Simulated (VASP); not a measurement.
Wanted: the native input for a VASP 6.6.1 run.

| Property | Result |
| --- | --- |
| Task | relaxation of the atoms |
| Functional | PBEsol |
| Potentials or basis | VASP PAW PBE potentials, release 64 (Na_pv, Cl) |
| Cutoff | 520 eV |
| k mesh | 8 × 8 × 8 |
| Occupations | gaussian, width 0.01 eV |
| Spin | no spin polarisation |
| Dipole correction | no |
| Further INCAR settings | ALGO = Normal; EDIFF = 1e-06; IBRION = 2; EDIFFG = -0.002; NSW = 50 |

The structure of NaCl lies in POSCAR:

```
NaCl
1.0
    0.0140047627      2.8079549190      2.8079549190
    2.8079549190      0.0140047627      2.8079549190
    2.8079549190      2.8079549190      0.0140047627
Na Cl
1 1
Direct
    0.0000000000      0.0000000000      0.0000000000
    0.5000000000      0.5000000000      0.5000000000
```

This cell differs from its parent crystal: equal xy, yz and zx engineering shears of +0.5 %.

The input as run:

INCAR

```
PREC = Accurate
ENCUT = 520
EDIFF = 1E-6
ISMEAR = 0
SIGMA = 0.01
LREAL = False
LASPH = True
NELM = 60
ALGO = Normal
ISIF = 2
LWAVE = False
LCHARG = False
GGA = PS
IBRION = 2
NSW = 50
EDIFFG = -0.002
```

KPOINTS

```
Automatic mesh
0
Gamma
  8 8 8
```

Potentials or basis: VASP PAW PBE potentials, release 64 (Na_pv, Cl).

The run is started by

```sh
$ cat potpaw_PBE.64/Na_pv/POTCAR potpaw_PBE.64/Cl/POTCAR > POTCAR
$ mpirun -np 1 vasp_std > vasp.out
```

Results of the run:

```
Pressure after relaxing : 0.0 GPa
Band gap on the k mesh  : 5.00 eV, direct
```

Caveat: the cell differs from its parent crystal (equal xy, yz and zx engineering shears of +0.5 %); the relaxation stopped at its first step, so nothing moved; the PAW data sets were made with another functional, which shifts forces and pressure a little.

Wall time 24 s on 1 thread of Intel(R) Xeon(R) Platinum 8375C CPU @ 2.90GHz (Ice Lake), with other jobs on the host, peak memory 0.18 GiB.
